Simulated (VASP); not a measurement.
# Zn (P6_3/mmc) in VASP: single point with r2SCAN

Aim: the single point of Zn with r2SCAN.

Program: VASP 6.6.1. These are calculated values, not measurements. Logs are shortened: lines on timing, memory, paths and dates and some standing lists are left out, and cuts for length are marked.

### Step 1. The cell of the first run

Symmetry: P6_3/mmc, No. 194, hexagonal system. The conventional cell has a = 2.596 Å, b = 2.596 Å, c = 4.983 Å, α = 90.00°, β = 90.00°, γ = 120.00°. Within 3.4 Å of Zn (site symmetry -6m2) lie 12 Zn at 2.60 to 2.91 Å.

### Step 2. Single point, r2SCAN

The input, POSCAR:

```
Zn
1.0
    2.5957006050      0.0000000000      0.0000000000
   -1.2978503025      2.2479426645      0.0000000000
    0.0000000000      0.0000000000      4.9826410256
Zn
2
Direct
    0.3333333333      0.6666666667      0.2500000000
    0.6666666667      0.3333333333      0.7500000000
```

The input, INCAR.step1:

```
PREC = Accurate ; ENCUT = 520
ISMEAR = 0 ; SIGMA = 0.1
LREAL = F ; LASPH = T
NELM = 100 ; NBANDS = 19
GGA = PE ; ALGO = Normal
EDIFF = 1E-4 ; LWAVE = T
LCHARG = F
```

The input, INCAR.step2:

```
PREC = Accurate ; ENCUT = 520
EDIFF = 1E-6 ; ISMEAR = 0
SIGMA = 0.1 ; LREAL = F
LASPH = T ; NELM = 100
ALGO = Normal ; ISIF = 2
LWAVE = F ; LCHARG = F
METAGGA = R2SCAN ; LMIXTAU = T
NBANDS = 19 ; ISTART = 1
```

The input, KPOINTS:

```
Automatic mesh
0
Gamma
  18 18 10
```

Potentials or basis: VASP PAW PBE potentials, release 64 (Zn).

Run with:

```
> cat potpaw_PBE.64/Zn/POTCAR > POTCAR
> cp INCAR.step1 INCAR
> mpirun -np 1 vasp_std > vasp.out
> cp INCAR.step2 INCAR
> mpirun -np 1 vasp_std > vasp.out
```

OUTCAR:

```text
PREC = Accurate
   ENCUT = 520
   EDIFF = 1E-6
   ISMEAR = 0
   LREAL = F
   LASPH = T
   NELM = 100
   ISIF = 2
   METAGGA = R2SCAN
   ISTART = 1

 ion  position               nearest neighbor table
   1  0.333  0.667  0.250-   2 2.91   2 2.91   2 2.91   2 2.91   2 2.91   2 2.91
   2  0.667  0.333  0.750-   1 2.91   1 2.91   1 2.91   1 2.91   1 2.91   1 2.91

  LATTYP: Found a hexagonal cell.
 ALAT       =     2.5957006050
 C/A-ratio  =     1.9195746289

  Lattice vectors:

 A1 = (   2.5957006050,   0.0000000000,   0.0000000000)
 A2 = (  -1.2978503025,   2.2479426645,   0.0000000000)
 A3 = (   0.0000000000,   0.0000000000,   4.9826410256)

Analysis of symmetry for initial positions (statically):
=====================================================================
 Subroutine PRICEL returns:
 Original cell was already a primitive cell.

 Routine SETGRP: Setting up the symmetry group for a
 hexagonal supercell.

 Subroutine GETGRP returns: Found 24 space group operations
 (whereof 12 operations were pure point group operations)
 out of a pool of 24 trial point group operations.

The static configuration has the point symmetry D_3d.
 The point group associated with its full space group is D_6h.

Analysis of symmetry for dynamics (positions and initial velocities):
=====================================================================
 Subroutine PRICEL returns:
 Original cell was already a primitive cell.

 Routine SETGRP: Setting up the symmetry group for a
 hexagonal supercell.

 Subroutine GETGRP returns: Found 24 space group operations
 (whereof 12 operations were pure point group operations)
 out of a pool of 24 trial point group operations.

The dynamic configuration has the point symmetry D_3d.
 The point group associated with its full space group is D_6h.

 Subroutine INISYM returns: Found 24 space group operations
 (whereof 12 operations are pure point group operations),
 and found     1 'primitive' translations

----------------------------------------------------------------------------------------

                                     Primitive cell

  volume of cell :      29.0736

  direct lattice vectors                    reciprocal lattice vectors
     2.595700605  0.000000000  0.000000000     0.385252443  0.222425602  0.000000000
    -1.297850303  2.247942665  0.000000000     0.000000000  0.444851204  0.000000000
     0.000000000  0.000000000  4.982641026     0.000000000  0.000000000  0.200696778

  length of vectors
     2.595700605  2.595700605  4.982641026     0.444851204  0.444851204  0.200696778

  position of ions in fractional coordinates (direct lattice)
     0.333333333  0.666666667  0.250000000
     0.666666667  0.333333333  0.750000000

  ion indices of the primitive-cell ions
   primitive index   ion index
                 1           1
                 2           2

----------------------------------------------------------------------------------------

 KPOINTS: Automatic mesh

Automatic generation of k-mesh.
 Grid dimensions read from file:
 generate k-points for:   18   18   10

 Generating k-lattice:

  Cartesian coordinates                     Fractional coordinates (reciprocal lattice)
     0.021402914  0.012356978  0.000000000     0.055555556  0.000000000  0.000000000
     0.000000000  0.024713956  0.000000000     0.000000000  0.055555556  0.000000000
     0.000000000  0.000000000  0.020069678     0.000000000  0.000000000  0.100000000

  Length of vectors
     0.024713956  0.024713956  0.020069678

  Shift w.r.t. Gamma in fractional coordinates (k-lattice)
     0.000000000  0.000000000  0.000000000

 Subroutine IBZKPT returns following result:
 ===========================================

 Found    222 irreducible k-points:

 Following reciprocal coordinates:
            Coordinates               Weight
  0.000000  0.000000  0.000000      1.000000
  0.055556  0.000000  0.000000      6.000000
  0.111111  0.000000  0.000000      6.000000
  0.166667  0.000000  0.000000      6.000000
  0.222222  0.000000  0.000000      6.000000
  0.277778  0.000000  0.000000      6.000000
[... 16 lines left out ...]
  0.333333  0.111111  0.000000     12.000000
  0.388889  0.111111  0.000000     12.000000
 [... further k-points ...]
   k-points           NKPTS =    222   k-points in BZ     NKDIM =    222   number of bands    NBANDS=     19
   number of dos      NEDOS =    301   number of ions     NIONS =      2
   total plane-waves  NPLWV =  16000
   dimension x,y,z NGX =    20 NGY =   20 NGZ =   40
   dimension x,y,z NGXF=    40 NGYF=   40 NGZF=   80
   ions per type =               2
   NGX,Y,Z   is equivalent  to a cutoff of  12.81, 12.81, 13.35 a.u.
   NGXF,Y,Z  is equivalent  to a cutoff of  25.62, 25.62, 26.69 a.u.
 SYSTEM =  unknown system
   PREC   = accura    normal or accurate (medium, high low for compatibility)
   ISTART =      1    job   : 0-new  1-cont  2-samecut
   ICHARG =      0    charge: 1-file 2-atom 10-const
   ISPIN  =      1    spin polarized calculation?
   LNONCOLLINEAR =      F non collinear calculations
   LSORBIT =      F    spin-orbit coupling
   LASPH  =      T    aspherical Exc in radial PAW
   ENCUT  =  520.0 eV  38.22 Ry    6.18 a.u.   4.83  4.83  9.26*2*pi/ulx,y,z
   NELM   =    100;   NELMIN=  2; NELMDL=  0     # of ELM steps
   EDIFF  = 0.1E-05   stopping-criterion for ELM
   LREAL  =      F    real-space projection
   EDIFFG = 0.1E-04   stopping-criterion for IOM
   NSW    =      0    number of steps for IOM
   IBRION =     -1    ionic relax: 0-MD 1-quasi-New 2-CG
   NFREE  =      0    steps in history (QN), initial steepest desc. (CG)
   ISIF   =      2    stress and relaxation
   ISYM   =      2    0-nonsym 1-usesym 2-fastsym
   POTIM  = 0.5000    time-step for ionic-motion
   TEBEG  =    0.0;   TEEND  =   0.0 temperature during run
   PSTRESS=    0.0 pullay stress
   NELECT =      24.0000    total number of electrons
   NUPDOWN=      -1.0000    fix difference up-down
   EMIN   =  10.00;   EMAX   =-10.00  energy-range for DOS
   EFERMI =   0.00;   METHOD = LEGACY
   ISMEAR =     0;   SIGMA  =   0.10  broadening in eV -4-tet -1-fermi 0-gaus
   EFERMI_NEDOS =   21; number of points for ismear=-14 and -15
   IALGO  =     38    algorithm
   IMIX   =      4    mixing-type and parameters
     AMIX     =   0.40;   BMIX     =  1.00
     AMIX_MAG =   1.60;   BMIX_MAG =  1.00
  volume/ion in A,a.u.               =      14.54        98.10
  Fermi-wavevector in a.u.,A,eV,Ry     =   1.535720  2.902090 32.088478  2.358437
  Thomas-Fermi vector in A             =   2.642469
   LORBIT       =      0    0 simple, 1 ext, 2 COOP (PROOUT), +10 PAW based schemes
   METAGGA = R2SCAN    functional components
   LHFCALC =     F    Hartree Fock is set to
   AEXX    =    0.0000 exact exchange contribution
   IVDW    =     0    specifies the selected vdW correction
   LEPSILON=     F    determine dielectric tensor
   LRPA    =     F    only Hartree local field effects (RPA)
 non-spin polarized calculation
 Gauss-broadening in eV      SIGMA  =   0.10
  energy-cutoff  :      520.00
  volume of cell :       29.07
 maximum number of plane-waves:       800
 NGX is ok and might be reduce to    20
   NGX =  9   NGY =  9   NGZ = 19

 number of electron      24.0000029 magnetization

 Free energy of the ion-electron system (eV)
  ---------------------------------------------------
  ext. energy  EPLUGINS =         0.00000000
  ---------------------------------------------------
  free energy    TOTEN  =       -17.80643942 eV

  energy without entropy =      -17.80516113  energy(sigma->0) =      -17.80580028

 E-fermi :   3.2718     XC(G=0): -12.8875

 val. band max:        3.2681858272   @ k =   0.2778   0.2778   0.3000
 cond. band min:       3.3140375506   @ k =   0.3333   0.2778   0.5000
 fundamental gap:      0.0458517234
 Fermi energy:         3.2718113033

 k-point     1 :       0.0000    0.0000    0.0000
  band No.  band energies     occupation
      1      -7.9430      2.00000
      2      -5.9707      2.00000
      3      -5.1297      2.00000
      4      -4.8271      2.00000
      5      -4.8270      2.00000
      6      -4.7796      2.00000
[... 11 lines left out ...]
     18      24.3319      0.00000
     19      24.6374      0.00000

 k-point     2 :       0.0556    0.0000    0.0000
  band No.  band energies     occupation
      1      -7.8412      2.00000
      2      -5.9217      2.00000
      3      -5.1171      2.00000
      4      -4.8398      2.00000
      5      -4.8021      2.00000
      6      -4.7923      2.00000
[... 11 lines left out ...]
     18      23.3403      0.00000
     19      25.7422      0.00000

 k-point     3 :       0.1111    0.0000    0.0000
  band No.  band energies     occupation
      1      -7.5397      2.00000
      2      -5.7871      2.00000
      3      -5.0854      2.00000
      4      -4.8711      2.00000
      5      -4.8205      2.00000
      6      -4.7294      2.00000
[... 11 lines left out ...]
     18      22.3203      0.00000
     19      24.2716      0.00000

 k-point     4 :       0.1667    0.0000    0.0000
  band No.  band energies     occupation
      1      -7.0541      2.00000
      2      -5.6100      2.00000
      3      -5.0543      2.00000
      4      -4.9098      2.00000
      5      -4.8133      2.00000
      6      -4.6802      2.00000
[... 407 lines left out ...]
     18      18.3643      0.00000
     19      19.5943      0.00000

 k-point    23 :       0.3333    0.1111    0.0000
  band No.  band energies     occupation
      1      -5.5234      2.00000
      2      -5.4360      2.00000
      3      -5.2851      2.00000
      4      -4.8333      2.00000
      5      -4.7240      2.00000
      6      -4.6239      2.00000
[... 11 lines left out ...]
     18      17.8530      0.00000
     19      19.1800      0.00000

 k-point    24 :       0.3889    0.1111    0.0000
  band No.  band energies     occupation
      1      -5.5688      2.00000
      2      -5.4691      2.00000
      3      -5.3342      2.00000
      4      -4.8633      2.00000
      5      -4.6643      2.00000
      6      -4.6596      2.00000
[... 11 lines left out ...]
     18      17.5354      0.00000
     19      18.9173      0.00000

 [... further k-points ...]

------------------------ aborting loop because EDIFF is reached ----------------------------------------

  FORCE on cell =-STRESS in cart. coord.  units (eV):
  Direction    XX          YY          ZZ          XY          YZ          ZX
  --------------------------------------------------------------------------------------
  -------------------------------------------------------------------------------------
  Total        0.1182813      0.1182813      0.0471415      0.0000000      0.0000000      0.0000000
  in kB        6.5181952      6.5181952      2.5978512      0.0000000      0.0000000      0.0000000
  external PRESSURE =       5.2114139 kB  Pullay stress =       0.0000000 kB

 VOLUME and BASIS-vectors are now :
 -----------------------------------------------------------------------------
  energy-cutoff  :      520.00
  volume of cell :       29.07
      direct lattice vectors                 reciprocal lattice vectors
     2.595700605  0.000000000  0.000000000     0.385252443  0.222425602  0.000000000
    -1.297850303  2.247942665  0.000000000     0.000000000  0.444851204  0.000000000
     0.000000000  0.000000000  4.982641026     0.000000000  0.000000000  0.200696778

 POSITION                                       TOTAL-FORCE (eV/Angst)
 -----------------------------------------------------------------------------------
     -0.00000      1.49863      1.24566        -0.000000      0.000000      0.000000
      1.29785      0.74931      3.73698         0.000000     -0.000000      0.000000
 -----------------------------------------------------------------------------------
    total drift:                               -0.000000      0.000000      0.000000

  FREE ENERGIE OF THE ION-ELECTRON SYSTEM (eV)
  ---------------------------------------------------
  free  energy   TOTEN  =       -17.8064394231 eV

  energy  without entropy=      -17.8051611290  energy(sigma->0) =      -17.80580028
```

Run time: 5.8 min. Hardware: 1 thread of Intel Xeon 8259CL, shared host; peak memory 0.22 GiB.

Results:

```yaml
Free_energy: -17.8064 eV
Pressure: 0.5 GPa
Band_gap_on_the_k_mesh: zero (bands 12 and 13 overlap by 5.29 eV)
```

Levels at points of the mesh, in eV from the Fermi level:
```tsv
k point	band 8	band 9	band 10	band 11	band 12	band 13	band 14	band 15	band 16	band 17
(0.00, 0.00, 0.00)	-7.64	-7.64	-7.45	-7.45	-4.14	-3.47	13.63	17.48	19.85	19.85
(0.50, 0.00, 0.00)	-7.48	-7.21	-7.19	-3.00	-2.07	2.75	3.87	4.57	6.07	11.62
(0.00, 0.00, 0.50)	-8.09	-7.53	-7.53	-7.53	-7.53	4.35	4.35	21.23	21.23	21.23
(0.50, 0.00, 0.50)	-7.49	-7.20	-7.20	-2.06	-2.06	0.53	0.53	10.66	10.66	13.48
```

Caveat: the PAW data sets were made with another functional, which shifts forces and pressure a little.
